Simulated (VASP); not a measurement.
# BiSbTe2S (P4/mmm) in VASP: notebook

The runs below take BiSbTe2S through single point, relaxation of cell and atoms, with PBE.

Everything below comes from runs of VASP 6.6.1. Logs are shortened: lines on timing, memory, paths and dates and some standing lists are left out, and cuts for length are marked.

## (1) The cell of the first run

Symmetry: P4/mmm, No. 123, tetragonal system. The conventional cell has a = 4.411 Å, b = 4.411 Å, c = 9.650 Å, α = 90.00°, β = 90.00°, γ = 90.00°. Sb (site symmetry 4/mmm) has 4 Bi at 3.12 Å and 8 Te at 3.83 Å within 4.1 Å. Bi (site symmetry 4/mmm) has 2 Te at 2.22 Å within 2.9 Å. Within 2.9 Å of Te (site symmetry 4mm) lie 1 Bi at 2.22 Å and 1 S at 2.61 Å. Within 3.4 Å of S (site symmetry 4/mmm) lie 2 Te at 2.61 Å.

The cell was built from a structure type or drawn by symmetry, and may not be a known phase.

## (2) Single point, PBE

INCAR reads:

```
PREC     = Accurate       # precision mode
ENCUT    = 520            # plane-wave cutoff, eV
EDIFF    = 1E-6           # SCF threshold, eV
ISMEAR   = 0              # smearing method
SIGMA    = 0.1            # smearing width, eV
LREAL    = F              # projectors in reciprocal space
LASPH    = T              # aspherical terms in the spheres
NELM     = 100            # most SCF steps
ALGO     = Normal         # electronic algorithm
ISIF     = 2              # what is computed and relaxed
LWAVE    = F              # write WAVECAR
LCHARG   = F              # write CHGCAR
GGA      = PE             # functional
NBANDS   = 27             # bands
```

KPOINTS reads:

```
Automatic mesh
0
Gamma
  4 4 2
```

POSCAR reads:

```
BiSbTe2S
1.0
    4.4110624900      0.0000000000      0.0000000000
    0.0000000000      4.4110624900      0.0000000000
    0.0000000000      0.0000000000      9.6496074600
Sb Bi Te S
1 1 2 1
Direct
    0.0000000000      0.0000000000      0.5000000000
    0.5000000000      0.5000000000      0.5000000000
    0.5000000000      0.5000000000      0.2700824100
    0.5000000000      0.5000000000      0.7299175900
    0.5000000000      0.5000000000      0.0000000000
```

Potentials or basis: VASP PAW PBE potentials, release 64 (Sb, Bi_d, Te, S).

Run with:

```sh
$ cat potpaw_PBE.64/Sb/POTCAR potpaw_PBE.64/Bi_d/POTCAR potpaw_PBE.64/Te/POTCAR potpaw_PBE.64/S/POTCAR > POTCAR
$ mpirun -np 1 vasp_std > vasp.out
```

OUTCAR:

```text
PREC = Accurate
   ENCUT = 520
   EDIFF = 1E-6
   ISMEAR = 0
   LREAL = F
   LASPH = T
   NELM = 100
   ISIF = 2
   GGA = PE

 ion  position               nearest neighbor table
   1  0.000  0.000  0.500-   2 3.12   2 3.12   2 3.12   2 3.12
   2  0.500  0.500  0.500-   3 2.22   4 2.22   1 3.12   1 3.12   1 3.12   1 3.12
   3  0.500  0.500  0.270-   2 2.22   5 2.61
   4  0.500  0.500  0.730-   2 2.22   5 2.61
   5  0.500  0.500  0.000-   3 2.61   4 2.61

  LATTYP: Found a simple tetragonal cell.
 ALAT       =     4.4110624900
 C/A-ratio  =     2.1875925544

  Lattice vectors:

 A1 = (   4.4110624900,   0.0000000000,   0.0000000000)
 A2 = (   0.0000000000,   4.4110624900,   0.0000000000)
 A3 = (   0.0000000000,   0.0000000000,   9.6496074600)

Analysis of symmetry for initial positions (statically):
=====================================================================
 Subroutine PRICEL returns:
 Original cell was already a primitive cell.

 Routine SETGRP: Setting up the symmetry group for a
 simple tetragonal supercell.

 Subroutine GETGRP returns: Found 16 space group operations
 (whereof 16 operations were pure point group operations)
 out of a pool of 16 trial point group operations.

The static configuration has the point symmetry D_4h.

Analysis of symmetry for dynamics (positions and initial velocities):
=====================================================================
 Subroutine PRICEL returns:
 Original cell was already a primitive cell.

 Routine SETGRP: Setting up the symmetry group for a
 simple tetragonal supercell.

 Subroutine GETGRP returns: Found 16 space group operations
 (whereof 16 operations were pure point group operations)
 out of a pool of 16 trial point group operations.

The dynamic configuration has the point symmetry D_4h.

 Subroutine INISYM returns: Found 16 space group operations
 (whereof 16 operations are pure point group operations),
 and found     1 'primitive' translations

----------------------------------------------------------------------------------------

                                     Primitive cell

  volume of cell :     187.7570

  direct lattice vectors                    reciprocal lattice vectors
     4.411062490  0.000000000  0.000000000     0.226702751  0.000000000  0.000000000
     0.000000000  4.411062490  0.000000000     0.000000000  0.226702751  0.000000000
     0.000000000  0.000000000  9.649607460     0.000000000  0.000000000  0.103631158

  length of vectors
     4.411062490  4.411062490  9.649607460     0.226702751  0.226702751  0.103631158

  position of ions in fractional coordinates (direct lattice)
     0.000000000  0.000000000  0.500000000
     0.500000000  0.500000000  0.500000000
     0.500000000  0.500000000  0.270082410
     0.500000000  0.500000000  0.729917590
     0.500000000  0.500000000  0.000000000

  ion indices of the primitive-cell ions
   primitive index   ion index
                 1           1
                 2           2
                 3           3
                 4           4
                 5           5

----------------------------------------------------------------------------------------

 KPOINTS: Automatic mesh

Automatic generation of k-mesh.
 Grid dimensions read from file:
 generate k-points for:    4    4    2

 Generating k-lattice:

  Cartesian coordinates                     Fractional coordinates (reciprocal lattice)
     0.056675688  0.000000000  0.000000000     0.250000000  0.000000000  0.000000000
     0.000000000  0.056675688  0.000000000     0.000000000  0.250000000  0.000000000
     0.000000000  0.000000000  0.051815579     0.000000000  0.000000000  0.500000000

  Length of vectors
     0.056675688  0.056675688  0.051815579

  Shift w.r.t. Gamma in fractional coordinates (k-lattice)
     0.000000000  0.000000000  0.000000000

 Subroutine IBZKPT returns following result:
 ===========================================

 Found     12 irreducible k-points:

 Following reciprocal coordinates:
            Coordinates               Weight
  0.000000  0.000000  0.000000      1.000000
  0.250000  0.000000  0.000000      4.000000
  0.500000  0.000000  0.000000      2.000000
  0.250000  0.250000  0.000000      4.000000
  0.500000  0.250000  0.000000      4.000000
  0.500000  0.500000  0.000000      1.000000
  0.000000  0.000000  0.500000      1.000000
  0.250000  0.000000  0.500000      4.000000
  0.500000  0.000000  0.500000      2.000000
  0.250000  0.250000  0.500000      4.000000
  0.500000  0.250000  0.500000      4.000000
  0.500000  0.500000  0.500000      1.000000
   k-points           NKPTS =     12   k-points in BZ     NKDIM =     12   number of bands    NBANDS=     27
   number of dos      NEDOS =    301   number of ions     NIONS =      5
   total plane-waves  NPLWV =  93312
   dimension x,y,z NGX =    36 NGY =   36 NGZ =   72
   dimension x,y,z NGXF=    72 NGYF=   72 NGZF=  144
   ions per type =               1   1   2   1
   NGX,Y,Z   is equivalent  to a cutoff of  13.57, 13.57, 12.40 a.u.
   NGXF,Y,Z  is equivalent  to a cutoff of  27.14, 27.14, 24.81 a.u.
 SYSTEM =  unknown system
   PREC   = accura    normal or accurate (medium, high low for compatibility)
   ISTART =      0    job   : 0-new  1-cont  2-samecut
   ICHARG =      2    charge: 1-file 2-atom 10-const
   ISPIN  =      1    spin polarized calculation?
   LNONCOLLINEAR =      F non collinear calculations
   LSORBIT =      F    spin-orbit coupling
   LASPH  =      T    aspherical Exc in radial PAW
   ENCUT  =  520.0 eV  38.22 Ry    6.18 a.u.   8.20  8.20 17.94*2*pi/ulx,y,z
   NELM   =    100;   NELMIN=  2; NELMDL= -5     # of ELM steps
   EDIFF  = 0.1E-05   stopping-criterion for ELM
   LREAL  =      F    real-space projection
   EDIFFG = 0.1E-04   stopping-criterion for IOM
   NSW    =      0    number of steps for IOM
   IBRION =     -1    ionic relax: 0-MD 1-quasi-New 2-CG
   NFREE  =      0    steps in history (QN), initial steepest desc. (CG)
   ISIF   =      2    stress and relaxation
   ISYM   =      2    0-nonsym 1-usesym 2-fastsym
   POTIM  = 0.5000    time-step for ionic-motion
   TEBEG  =    0.0;   TEEND  =   0.0 temperature during run
   PSTRESS=    0.0 pullay stress
   NELECT =      38.0000    total number of electrons
   NUPDOWN=      -1.0000    fix difference up-down
   EMIN   =  10.00;   EMAX   =-10.00  energy-range for DOS
   EFERMI =   0.00;   METHOD = LEGACY
   ISMEAR =     0;   SIGMA  =   0.10  broadening in eV -4-tet -1-fermi 0-gaus
   EFERMI_NEDOS =   21; number of points for ismear=-14 and -15
   IALGO  =     38    algorithm
   IMIX   =      4    mixing-type and parameters
     AMIX     =   0.40;   BMIX     =  1.00
     AMIX_MAG =   1.60;   BMIX_MAG =  1.00
  volume/ion in A,a.u.               =      37.55       253.41
  Fermi-wavevector in a.u.,A,eV,Ry     =   0.961178  1.816364 12.569932  0.923864
  Thomas-Fermi vector in A             =   2.090528
   LORBIT       =      0    0 simple, 1 ext, 2 COOP (PROOUT), +10 PAW based schemes
   GGA     = PE    functional components
   LHFCALC =     F    Hartree Fock is set to
   AEXX    =    0.0000 exact exchange contribution
   IVDW    =     0    specifies the selected vdW correction
   LEPSILON=     F    determine dielectric tensor
   LRPA    =     F    only Hartree local field effects (RPA)
 non-spin polarized calculation
 Gauss-broadening in eV      SIGMA  =   0.10
  energy-cutoff  :      520.00
  volume of cell :      187.76
 maximum number of plane-waves:      5111
 NGX is ok and might be reduce to    36
   NGX = 17   NGY = 17   NGZ = 35

 number of electron      37.9999998 magnetization

 Free energy of the ion-electron system (eV)
  ---------------------------------------------------
  ext. energy  EPLUGINS =         0.00000000
  ---------------------------------------------------
  free energy    TOTEN  =        -8.33486384 eV

  energy without entropy =       -8.30181336  energy(sigma->0) =       -8.31833860

 E-fermi :   3.6951     XC(G=0):  -8.0066

 val. band max:        3.6702901415   @ k =   0.2500   0.0000   0.5000
 cond. band min:       3.6970528425   @ k =   0.5000   0.5000   0.0000
 fundamental gap:      0.0267627009
 Fermi energy:         3.6950751344

 k-point     1 :       0.0000    0.0000    0.0000
  band No.  band energies     occupation
      1     -21.6947      2.00000
      2     -20.8645      2.00000
      3     -20.8645      2.00000
      4     -20.4475      2.00000
      5     -20.4451      2.00000
      6     -11.7547      2.00000
[... 19 lines left out ...]
     26       7.8671      0.00000
     27       8.7792      0.00000

 k-point     2 :       0.2500    0.0000    0.0000
  band No.  band energies     occupation
      1     -21.6937      2.00000
      2     -20.8664      2.00000
      3     -20.8644      2.00000
      4     -20.4517      2.00000
      5     -20.4407      2.00000
      6     -11.5851      2.00000
[... 19 lines left out ...]
     26       8.6869      0.00000
     27       8.8725      0.00000

 k-point     3 :       0.5000    0.0000    0.0000
  band No.  band energies     occupation
      1     -21.6928      2.00000
      2     -20.8682      2.00000
      3     -20.8643      2.00000
      4     -20.4559      2.00000
      5     -20.4364      2.00000
      6     -11.3920      2.00000
[... 19 lines left out ...]
     26       9.6522      0.00000
     27       9.7787      0.00000

 k-point     4 :       0.2500    0.2500    0.0000
  band No.  band energies     occupation
      1     -21.6927      2.00000
      2     -20.8663      2.00000
      3     -20.8660      2.00000
      4     -20.4557      2.00000
      5     -20.4362      2.00000
      6     -11.4392      2.00000
[... 19 lines left out ...]
     26       9.3609      0.00000
     27       9.6126      0.00000
[... 156 lines left out ...]
      4     -20.4557      2.00000
      5     -20.4362      2.00000
      6     -11.4205      2.00000
[... 19 lines left out ...]
     26       9.4123      0.00000
     27       9.6152      0.00000

 k-point    11 :       0.5000    0.2500    0.5000
  band No.  band energies     occupation
      1     -21.6916      2.00000
      2     -20.8679      2.00000
      3     -20.8660      2.00000
      4     -20.4597      2.00000
      5     -20.4316      2.00000
      6     -11.2565      2.00000
[... 19 lines left out ...]
     26       9.7295      0.00000
     27       9.7925      0.00000

 k-point    12 :       0.5000    0.5000    0.5000
  band No.  band energies     occupation
      1     -21.6905      2.00000
      2     -20.8676      2.00000
      3     -20.8676      2.00000
      4     -20.4635      2.00000
      5     -20.4268      2.00000
      6     -11.1321      2.00000
[... 19 lines left out ...]
     26       9.3997      0.00000
     27      10.1879      0.00000

------------------------ aborting loop because EDIFF is reached ----------------------------------------

  FORCE on cell =-STRESS in cart. coord.  units (eV):
  Direction    XX          YY          ZZ          XY          YZ          ZX
  --------------------------------------------------------------------------------------
  -------------------------------------------------------------------------------------
  Total        3.5740746      3.5740746     62.8735507      0.0000000      0.0000000     -0.0000000
  in kB       30.4984753     30.4984753    536.5157830      0.0000000      0.0000000     -0.0000000
  external PRESSURE =     199.1709112 kB  Pullay stress =       0.0000000 kB

 VOLUME and BASIS-vectors are now :
 -----------------------------------------------------------------------------
  energy-cutoff  :      520.00
  volume of cell :      187.76
      direct lattice vectors                 reciprocal lattice vectors
     4.411062490  0.000000000  0.000000000     0.226702751  0.000000000  0.000000000
     0.000000000  4.411062490  0.000000000     0.000000000  0.226702751  0.000000000
     0.000000000  0.000000000  9.649607460     0.000000000  0.000000000  0.103631158

 POSITION                                       TOTAL-FORCE (eV/Angst)
 -----------------------------------------------------------------------------------
      0.00000      0.00000      4.82480        -0.000000     -0.000000      0.000000
      2.20553      2.20553      4.82480        -0.000000     -0.000000      0.000000
      2.20553      2.20553      2.60619        -0.000000      0.000000    -15.586415
      2.20553      2.20553      7.04342         0.000000      0.000000     15.586415
      2.20553      2.20553      0.00000        -0.000000     -0.000000      0.000000
 -----------------------------------------------------------------------------------
    total drift:                                0.000000      0.000000      0.000000

  FREE ENERGIE OF THE ION-ELECTRON SYSTEM (eV)
  ---------------------------------------------------
  free  energy   TOTEN  =        -8.3348638359 eV

  energy  without entropy=       -8.3018133637  energy(sigma->0) =       -8.31833860
```

Run time: 48 s. Hardware: 1 thread of Intel Xeon 6975P-C (Granite Rapids), shared host; peak memory 0.33 GiB.

What came out:

```
Free energy            : -8.3349 eV
Pressure               : 19.9 GPa
Largest force          : 15.586 eV/Å
Band gap on the k mesh : zero (bands 19 and 20 overlap by 1.60 eV)
```

Forces in eV/Å, atoms in the order of the input:
```
Sb    0.000   0.000   0.000
Bi    0.000   0.000   0.000
Te    0.000   0.000 -15.586
Te    0.000   0.000  15.586
S     0.000   0.000   0.000
```

Levels at points of the mesh, in eV from the Fermi level:
```csv
k point,band 17,band 18,band 19,band 20,band 21,band 22
"(0.00, 0.00, 0.00)",-1.20,-0.87,0.72,0.72,0.80,2.38
"(0.50, 0.00, 0.00)",-1.01,-0.87,-0.53,0.75,0.92,0.99
"(0.50, 0.50, 0.00)",-2.06,-0.88,0.00,0.00,1.13,2.76
"(0.00, 0.00, 0.50)",-0.85,-0.12,-0.12,0.11,0.11,2.50
"(0.50, 0.00, 0.50)",-1.42,-0.75,-0.53,0.01,0.43,1.16
"(0.50, 0.50, 0.50)",-0.98,-0.98,-0.88,-0.88,-0.88,5.08
```

Caveat: the cell stands under pressure; spin-orbit coupling is left out, which moves the levels of the heavy elements; forces of over 1 eV/Å act on the atoms, so gaps and moduli don't describe the material at rest.

[end of part 1 of 2]
